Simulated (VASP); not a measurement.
Input of a VASP 6.6.1 run:

The input INCAR:

```
ALGO = Normal
EDIFF = 1E-7
EDIFFG = -0.04
ENCUT = 600
GGA = PE
GGA_COMPAT = False
IBRION = 2
ISIF = 3
ISMEAR = 0
LASPH = True
LCHARG = False
LREAL = False
LWAVE = False
NELM = 120
NELMIN = 4
NSW = 90
PREC = Accurate
SIGMA = 0.1
```

File KPOINTS:

```
k-points
0
Gamma
  8 4 4
```

The input POSCAR:

```
AsHF
1.0
    2.2851212300      0.0000000000      0.0000000000
    0.0000000000      4.3085233500      0.0000000000
    0.0000000000      0.0000000000      4.8840615000
H As F
1 1 1
Direct
    0.0000000000      0.0000000000      0.0000000000
    0.0000000000      0.5000000000      0.5000000000
    0.0000000000      0.0000000000      0.5000000000
```

Potentials or basis: VASP PAW PBE potentials, release 64 (H, As, F).

The run is started by

```sh
$ cat potpaw_PBE.64/H/POTCAR potpaw_PBE.64/As/POTCAR potpaw_PBE.64/F/POTCAR > POTCAR
$ mpirun -np 1 vasp_std > vasp.out
```

Predict the relaxed cell.

a = 2.507 Å, b = 4.055 Å, c = 4.991 Å, α = 90.00°, β = 90.00°, γ = 90.00°.

What does it give for the relaxed volume?

16.91 Å³/atom.

Step by step:
```
step  energy change (eV)  largest force (eV/Å)  pressure (GPa)  volume (Å³)
   1              0.0000                0.0000            4.56        48.09
   2             -0.3882                0.0000           -1.65        50.98
   3             -0.3894                0.0000           -1.50        50.75
   4             -0.3895                0.0000           -1.54        50.80
   5             -0.3976                0.0000            0.51        49.71
   6             -0.3984                0.0000            0.01        49.96
   7             -0.3992                0.0000            0.13        49.94
   8             -0.3995                0.0000            0.25        49.93
   9             -0.4000                0.0000            0.19        50.13
  10             -0.4012                0.0000            0.04        50.73
```

Caveat: the k points lie up to 0.39 Å⁻¹ apart in the final cell, too coarse for converged energies and pressures of a metal; an odd number of electrons without spin polarisation forces a metal; a magnetic or distorted state may lie lower.
